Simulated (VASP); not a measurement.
P3C:

```xyz
8
Lattice="5.4000 -3.1500 0.0000 5.4000 3.1500 0.0000 -1.7967 0.0000 4.0930" Properties=species:S:1:pos:R:3 pbc="T T T"
P     6.3023    0.0000    0.6017
P     2.7010    0.0000    3.4913
P     3.6023   -1.5750    0.6017
P     3.6023    1.5750    0.6017
P     5.4010    1.5750    3.4913
P     5.4010   -1.5750    3.4913
C     0.6805    0.0000    0.1228
C     8.3228    0.0000    3.9702
```

- Program: VASP 6.6.1
- Task: relaxation of cell and atoms
- Functional: PBE
- Potentials or basis: VASP PAW PBE potentials, release 64 (P, C)
- Cutoff: 600 eV
- k mesh: 3 × 3 × 4
- Occupations: gaussian, width 0.2 eV
- Spin: no spin polarisation

At the start: pressure 0.2 GPa; volume 17.41 Å³/atom.

**Question.** How do energy, volume and symmetry change on relaxing?

**Answer.** Over 30 steps the energy falls by 143.7 meV/atom and the volume is 21.40 Å³/atom (+22.9 %); space group C2/m (No. 12, to 0.1 Å) before and after.

Step by step:
```
step  energy change (eV)  largest force (eV/Å)  pressure (GPa)  volume (Å³)
   1              0.0000                2.5246            0.18       139.24
   2             -0.7205                2.1322           -2.31       139.56
   3             -0.7289                2.0010           -2.30       139.54
   4             -0.7809                1.9199            5.03       134.77
   5             -0.9142                0.5026            1.38       136.91
   6             -0.9683                0.2690            0.08       139.03
   7             -0.9692                0.2496            0.21       138.79
   8             -0.9900                0.1381            0.18       139.70
   9             -1.0010                0.3276            0.14       141.00
  10             -1.0145                0.1173           -0.02       141.89
  11             -1.0173                0.4212           -0.13       142.56
  12             -1.0273                0.2477            0.25       143.06
  13             -1.0321                0.2186            0.76       143.71
  14             -1.0424                0.2102            0.62       144.88
  15             -1.0642                0.2521            0.25       148.40
  16             -1.0634                0.3599           -0.24       155.45
  17             -1.0710                0.3013           -0.01       152.09
  18             -1.0834                0.2307           -0.13       153.68
  19             -1.0936                0.3781           -0.33       157.62
  20             -1.1036                0.3518            0.24       159.25
  21             -1.1044                0.3434            0.43       159.79
  22             -1.1164                0.1744            0.36       161.57
  23             -1.1209                0.2410            0.31       163.40
  24             -1.1306                0.2065            0.06       165.60
  25             -1.1359                0.3161           -0.28       168.87
  26             -1.1417                0.0957           -0.46       170.62
  27             -1.1418                0.1216           -0.48       170.79
  28             -1.1461                0.1132           -0.02       170.80
  29             -1.1466                0.1205            0.17       170.80
  30             -1.1493                0.0680            0.05       171.18
```

Final structure:
```
CELL_PARAMETERS angstrom
5.32063 -3.07186 0.08558
5.32063 3.07186 0.08558
-1.72080 0.00000 5.20902
ATOMIC_POSITIONS crystal
P 0.60098 0.60098 0.12723
P 0.39902 0.39902 0.87277
P 0.61454 0.10481 0.12189
P 0.10481 0.61454 0.12189
P 0.38546 0.89519 0.87811
P 0.89519 0.38546 0.87811
C 0.06143 0.06143 0.97689
C 0.93857 0.93857 0.02311
```

Caveat: the volume moved by over 15 % at a fixed basis, so the end points are rough; this functional lacks dispersion, which binds layers or chains, so the pressure and a relaxed spacing across them are unreliable; the relaxation stopped at a loose force limit of 0.08 eV/Å, so its end isn't a converged minimum.
